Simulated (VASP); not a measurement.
# Be27Se26 (a cell with a defect) in VASP: electric field gradients with PBE

Aim: the electric field gradients of Be27Se26 (a cell with a defect) with PBE.

All numbers are computed with VASP 6.6.1; they aren't measurements. Logs are shortened: lines on timing, memory, paths and dates and some standing lists are left out, and cuts for length are marked.

### 1 The cell of the first run

The cell holds a defect, 53 atoms: a = 10.755 Å, b = 10.755 Å, c = 10.755 Å, α = 60.00°, β = 60.00°, γ = 60.00°.

### 2 Electric field gradients, PBE (atoms taken out)

The input, INCAR:

```
PREC     = Accurate       # precision mode
ENCUT    = 520            # plane-wave cutoff, eV
EDIFF    = 1E-8           # SCF threshold, eV
ISMEAR   = -1             # smearing method
SIGMA    = 0.01           # smearing width, eV
LREAL    = Auto         
LASPH    = True           # aspherical terms in the spheres
NELM     = 60             # most SCF steps
ALGO     = Normal         # electronic algorithm
ISIF     = 2              # what is computed and relaxed
LWAVE    = False          # write WAVECAR
LCHARG   = False          # write CHGCAR
GGA      = PE             # functional
LEFG     = True         
NELECT   = 208.0        
NBANDS   = 137            # bands
```

The input, KPOINTS:

```
regular mesh
0
Gamma
  2 2 2
```

The input, POSCAR:

```
Be27Se26
1.0
    0.0000000000      7.6050000000      7.6050000000
    7.6050000000      0.0000000000      7.6050000000
    7.6050000000      7.6050000000      0.0000000000
Be Se
27 26
Direct
    0.0000000000      0.0000000000      0.0000000000
    0.0000000000      0.0000000000      0.3333333333
    0.0000000000      0.0000000000      0.6666666667
    0.0000000000      0.3333333333      0.0000000000
    0.0000000000      0.3333333333      0.3333333333
    0.0000000000      0.3333333333      0.6666666667
    0.0000000000      0.6666666667      0.0000000000
    0.0000000000      0.6666666667      0.3333333333
    0.0000000000      0.6666666667      0.6666666667
    0.3333333333      0.0000000000      0.0000000000
    0.3333333333      0.0000000000      0.3333333333
    0.3333333333      0.0000000000      0.6666666667
    0.3333333333      0.3333333333      0.0000000000
    0.3333333333      0.3333333333      0.3333333333
    0.3333333333      0.3333333333      0.6666666667
    0.3333333333      0.6666666667      0.0000000000
    0.3333333333      0.6666666667      0.3333333333
    0.3333333333      0.6666666667      0.6666666667
    0.6666666667      0.0000000000      0.0000000000
    0.6666666667      0.0000000000      0.3333333333
    0.6666666667      0.0000000000      0.6666666667
    0.6666666667      0.3333333333      0.0000000000
    0.6666666667      0.3333333333      0.3333333333
    0.6666666667      0.3333333333      0.6666666667
    0.6666666667      0.6666666667      0.0000000000
    0.6666666667      0.6666666667      0.3333333333
    0.6666666667      0.6666666667      0.6666666667
    0.0833333333      0.0833333333      0.4166666667
    0.0833333333      0.0833333333      0.7500000000
    0.0833333333      0.4166666667      0.0833333333
    0.0833333333      0.4166666667      0.4166666667
    0.0833333333      0.4166666667      0.7500000000
    0.0833333333      0.7500000000      0.0833333333
    0.0833333333      0.7500000000      0.4166666667
    0.0833333333      0.7500000000      0.7500000000
    0.4166666667      0.0833333333      0.0833333333
    0.4166666667      0.0833333333      0.4166666667
    0.4166666667      0.0833333333      0.7500000000
    0.4166666667      0.4166666667      0.0833333333
    0.4166666667      0.4166666667      0.4166666667
    0.4166666667      0.4166666667      0.7500000000
    0.4166666667      0.7500000000      0.0833333333
    0.4166666667      0.7500000000      0.4166666667
    0.4166666667      0.7500000000      0.7500000000
    0.7500000000      0.0833333333      0.0833333333
    0.7500000000      0.0833333333      0.4166666667
    0.7500000000      0.0833333333      0.7500000000
    0.7500000000      0.4166666667      0.0833333333
    0.7500000000      0.4166666667      0.4166666667
    0.7500000000      0.4166666667      0.7500000000
    0.7500000000      0.7500000000      0.0833333333
    0.7500000000      0.7500000000      0.4166666667
    0.7500000000      0.7500000000      0.7500000000
```

Potentials or basis: VASP PAW PBE potentials, release 64 (Be, Se).

Launch:

```console
> cat potpaw_PBE.64/Be/POTCAR potpaw_PBE.64/Se/POTCAR > POTCAR
> mpirun -np 1 vasp_std > vasp.out
```

OUTCAR:

```text
PREC = Accurate
   ENCUT = 520
   EDIFF = 1E-8
   ISMEAR = -1
   LREAL = Auto
   LASPH = True
   NELM = 60
   ISIF = 2
   GGA = PE
   NELECT = 208.0

 ion  position               nearest neighbor table
   1  0.000  0.000  0.000-  29 2.20  33 2.20  45 2.20
   2  0.000  0.000  0.333-  28 2.20  34 2.20  46 2.20
   3  0.000  0.000  0.667-  29 2.20  28 2.20  35 2.20  47 2.20
   4  0.000  0.333  0.000-  30 2.20  32 2.20  48 2.20
   5  0.000  0.333  0.333-  28 2.20  30 2.20  49 2.20  31 2.20
   6  0.000  0.333  0.667-  29 2.20  31 2.20  32 2.20  50 2.20
   7  0.000  0.667  0.000-  33 2.20  30 2.20  35 2.20  51 2.20
   8  0.000  0.667  0.333-  31 2.20  33 2.20  34 2.20  52 2.20
   9  0.000  0.667  0.667-  35 2.20  34 2.20  32 2.20  53 2.20
  10  0.333  0.000  0.000-  36 2.20  38 2.20  42 2.20
  11  0.333  0.000  0.333-  28 2.20  36 2.20  43 2.20  37 2.20
  12  0.333  0.000  0.667-  29 2.20  37 2.20  38 2.20  44 2.20
  13  0.333  0.333  0.000-  30 2.20  36 2.20  41 2.20  39 2.20
  14  0.333  0.333  0.333-  31 2.20  37 2.20  39 2.20  40 2.20
  15  0.333  0.333  0.667-  32 2.20  38 2.20  40 2.20  41 2.20
  16  0.333  0.667  0.000-  33 2.20  39 2.20  42 2.20  44 2.20
[... 35 lines left out ...]
  52  0.750  0.750  0.417-   8 2.20  20 2.20  26 2.20  27 2.20
  53  0.750  0.750  0.750-  27 2.20  21 2.20  25 2.20   9 2.20

  LATTYP: Found a face centered cubic cell.
 ALAT       =    15.2100000000

  Lattice vectors:

 A1 = (   0.0000000000,   7.6050000000,   7.6050000000)
 A2 = (   7.6050000000,   0.0000000000,   7.6050000000)
 A3 = (   7.6050000000,   7.6050000000,   0.0000000000)

Analysis of symmetry for initial positions (statically):
=====================================================================
 Subroutine PRICEL returns:
 Original cell was already a primitive cell.

 Routine SETGRP: Setting up the symmetry group for a
 face centered cubic supercell.

 Subroutine GETGRP returns: Found 24 space group operations
 (whereof  6 operations were pure point group operations)
 out of a pool of 48 trial point group operations.

The static configuration has the point symmetry C_3v.
 The point group associated with its full space group is T_d .

[... 605 lines left out ...]

------------------------ aborting loop because EDIFF is reached ----------------------------------------

  FORCE on cell =-STRESS in cart. coord.  units (eV):
  Direction    XX          YY          ZZ          XY          YZ          ZX
  --------------------------------------------------------------------------------------
  -------------------------------------------------------------------------------------
  Total        9.6218697      9.6218697      9.6218697     -0.0000000      0.0000000     -0.0000000
  in kB       17.5243696     17.5243696     17.5243696     -0.0000000      0.0000000     -0.0000000
  external PRESSURE =      17.5243696 kB  Pullay stress =       0.0000000 kB

 VOLUME and BASIS-vectors are now :
 -----------------------------------------------------------------------------
  energy-cutoff  :      520.00
  volume of cell :      879.69
      direct lattice vectors                 reciprocal lattice vectors
     0.000000000  7.605000000  7.605000000    -0.065746220  0.065746220  0.065746220
     7.605000000  0.000000000  7.605000000     0.065746220 -0.065746220  0.065746220
     7.605000000  7.605000000  0.000000000     0.065746220  0.065746220 -0.065746220

 POSITION                                       TOTAL-FORCE (eV/Angst)
 -----------------------------------------------------------------------------------
      0.00000      0.00000      0.00000        -0.886072     -0.886072     -0.886072
      2.53500      2.53500      0.00000         0.886072      0.886072     -0.886072
      5.07000      5.07000      0.00000         0.000000      0.000000     -0.508961
      2.53500      0.00000      2.53500         0.886072     -0.886072      0.886072
      5.07000      2.53500      2.53500         0.216705     -0.034005     -0.034005
      7.60500      5.07000      2.53500         0.034005     -0.216705     -0.034005
[... 45 lines left out ...]
      8.87250      8.87250     11.40750         0.000000      0.000000      0.053068
     11.40750     11.40750     11.40750         0.002521      0.002521      0.002521
 -----------------------------------------------------------------------------------
    total drift:                                0.000004      0.000004      0.000004

  FREE ENERGIE OF THE ION-ELECTRON SYSTEM (eV)
  ---------------------------------------------------
  free  energy   TOTEN  =      -238.1490628688 eV

  energy  without entropy=     -238.1442722317  energy(sigma->0) =     -238.14666755

 Electric field gradients (V/A^2)
---------------------------------------------------------------------
 ion       V_xx      V_yy      V_zz      V_xy      V_xz      V_yz
---------------------------------------------------------------------
   1       0.000     0.000     0.000     5.885     5.885     5.885
   2       0.000     0.000    -0.000     5.885    -5.885    -5.885
   3      -0.083    -0.083     0.165     0.982    -0.000    -0.000
   4       0.000    -0.000     0.000    -5.885     5.885    -5.885
   5       0.042    -0.021    -0.021     0.055     0.055    -0.510
   6      -0.021     0.042    -0.021     0.055     0.510    -0.055
[... 45 lines left out ...]
  52      -0.978    -0.978     1.957    -3.615     0.000     0.000
  53       0.000    -0.000     0.000    -5.931    -5.931    -5.931
---------------------------------------------------------------------

 Electric field gradients after diagonalization (V/A^2)
 (convention: |V_zz| > |V_xx| > |V_yy|)
----------------------------------------------------------------------
 ion       V_xx      V_yy      V_zz     asymmetry (V_yy - V_xx)/ V_zz
----------------------------------------------------------------------
   1      -5.885    -5.885    11.769       0.000
   2      -5.885    -5.885    11.769       0.000
   3       0.899     0.165    -1.064       0.690
   4      -5.885    -5.885    11.769       0.000
   5       0.489     0.053    -0.541       0.805
   6       0.489     0.053    -0.541       0.805
[... 45 lines left out ...]
  52       2.637     1.957    -4.594       0.148
  53       5.931     5.931   -11.862       0.000
----------------------------------------------------------------------

           NMR quadrupolar parameters

 Cq : quadrupolar parameter    Cq=e*Q*V_zz/h
 eta: asymmetry parameters     (V_yy - V_xx)/ V_zz
 Q  : nuclear electric quadrupole moment in mb (millibarn)
----------------------------------------------------------------------
 ion       Cq(MHz)       eta       Q (mb)
----------------------------------------------------------------------
   1       0.028       0.000       1.000
   2       0.028       0.000       1.000
   3      -0.003       0.690       1.000
   4       0.028       0.000       1.000
   5      -0.001       0.805       1.000
   6      -0.001       0.805       1.000
[... 45 lines left out ...]
  52      -0.011       0.148       1.000
  53      -0.029       0.000       1.000
----------------------------------------------------------------------
```

Run time: 13 min. Hardware: 1 thread of Intel Xeon Platinum 8488C (Sapphire Rapids), shared host; peak memory 1 GiB.

Results:

```
Free energy                             : -238.1491 eV
Largest force                           : 1.535 eV/Å
Largest electric field gradient by atom : Be +11.8, -1.1, -0.5, +0.0, +0.2 (each value once); Se +86.4, -9.4, -11.9, -4.6 (each value once) V/Å²
```

Forces in eV/Å, atoms in the order of the input:
```
Be  -0.886 -0.886 -0.886
Be   0.886  0.886 -0.886
Be   0.000  0.000 -0.509
Be   0.886 -0.886  0.886
Be   0.217 -0.034 -0.034
Be   0.034 -0.217 -0.034
Be   0.000 -0.509  0.000
Be   0.034 -0.034 -0.217
Be   0.509  0.000  0.000
Be  -0.886  0.886  0.886
Be  -0.034  0.217 -0.034
Be  -0.217  0.034 -0.034
Be  -0.034 -0.034  0.217
Be   0.000  0.000  0.000
Be   0.034  0.034  0.217
Be  -0.217 -0.034  0.034
Be   0.034  0.217  0.034
Be  -0.025  0.025  0.025
Be  -0.509  0.000  0.000
Be  -0.034  0.034 -0.217
Be   0.000  0.509  0.000
Be  -0.034 -0.217  0.034
Be   0.217  0.034  0.034
Be   0.025 -0.025  0.025
Be   0.000  0.000  0.509
Be   0.025  0.025 -0.025
Be  -0.025 -0.025 -0.025
Se  -0.455 -0.455  0.257
Se   0.455  0.455  0.257
Se  -0.455  0.257 -0.455
Se  -0.012  0.012  0.012
Se  -0.257  0.455 -0.455
Se   0.455  0.257  0.455
Se  -0.257 -0.455  0.455
Se   0.003 -0.003 -0.003
Se   0.257 -0.455 -0.455
Se   0.012 -0.012  0.012
Se   0.455 -0.257 -0.455
Se   0.012  0.012 -0.012
Se  -0.012 -0.012 -0.012
Se   0.000  0.000 -0.053
Se   0.455 -0.455 -0.257
Se   0.000 -0.053  0.000
Se   0.053  0.000  0.000
Se   0.257  0.455  0.455
Se  -0.455 -0.257  0.455
Se  -0.003  0.003 -0.003
Se  -0.455  0.455 -0.257
Se  -0.053  0.000  0.000
Se   0.000  0.053  0.000
Se  -0.003 -0.003  0.003
Se   0.000  0.000  0.053
Se   0.003  0.003  0.003
```

Levels at points of the mesh, in eV from the Fermi level:
```
           k point  band 101  band 102  band 103  band 104  band 105  band 106  band 107  band 108
(0.00, 0.00, 0.00)     -0.77     -0.43     -0.01     -0.01     -0.01      3.20      3.20      3.20
(0.50, 0.00, 0.00)     -0.50     -0.50     -0.24     -0.24      0.09      2.26      3.01      3.01
(0.50, 0.50, 0.00)     -0.52     -0.52     -0.47     -0.46      0.24      2.26      2.74      2.82
```

Electric field gradients, principal values (V/Å²):
```tsv
atom	least	middle	greatest (by size)
1 Be	-5.885	-5.885	11.769
2 Be	-5.885	-5.885	11.769
3 Be	0.165	0.899	-1.064
4 Be	-5.885	-5.885	11.769
5 Be	0.053	0.489	-0.541
6 Be	0.053	0.489	-0.541
7 Be	0.165	0.899	-1.064
8 Be	0.053	0.489	-0.541
9 Be	0.165	0.899	-1.064
10 Be	-5.885	-5.885	11.769
11 Be	0.053	0.489	-0.541
12 Be	0.053	0.489	-0.541
13 Be	0.053	0.489	-0.541
14 Be	0.000	0.000	0.000
15 Be	0.053	0.489	-0.541
16 Be	0.053	0.489	-0.541
17 Be	0.053	0.489	-0.541
18 Be	-0.076	-0.076	0.152
19 Be	0.165	0.899	-1.064
20 Be	0.053	0.489	-0.541
21 Be	0.165	0.899	-1.064
22 Be	0.053	0.489	-0.541
23 Be	0.053	0.489	-0.541
24 Be	-0.076	-0.076	0.152
25 Be	0.165	0.899	-1.064
26 Be	-0.076	-0.076	0.152
27 Be	-0.076	-0.076	0.152
28 Se	-35.331	-51.109	86.439
29 Se	-35.331	-51.109	86.439
30 Se	-35.331	-51.109	86.439
31 Se	4.684	4.684	-9.367
32 Se	-35.331	-51.109	86.439
33 Se	-35.331	-51.109	86.439
34 Se	-35.331	-51.109	86.439
35 Se	5.931	5.932	-11.863
36 Se	-35.331	-51.109	86.439
37 Se	4.684	4.684	-9.367
38 Se	-35.331	-51.109	86.439
39 Se	4.684	4.684	-9.367
40 Se	4.683	4.683	-9.367
41 Se	1.957	2.637	-4.594
42 Se	-35.331	-51.109	86.439
43 Se	1.957	2.637	-4.594
44 Se	1.957	2.637	-4.594
45 Se	-35.331	-51.109	86.439
46 Se	-35.331	-51.109	86.439
47 Se	5.931	5.932	-11.863
48 Se	-35.331	-51.109	86.439
49 Se	1.957	2.637	-4.594
50 Se	1.957	2.637	-4.594
51 Se	5.931	5.932	-11.863
52 Se	1.957	2.637	-4.594
53 Se	5.931	5.931	-11.862
```

Caveat: the cell carries a net charge on a neutralising background, which shifts energy and pressure; the cell differs from its parent crystal (atoms taken out); the cell is charged against a uniform background, so pressure and absolute levels hang on convention; without QUAD_EFG the Cq values of the log hold for a quadrupole moment of 1 mb, not for the nuclei.
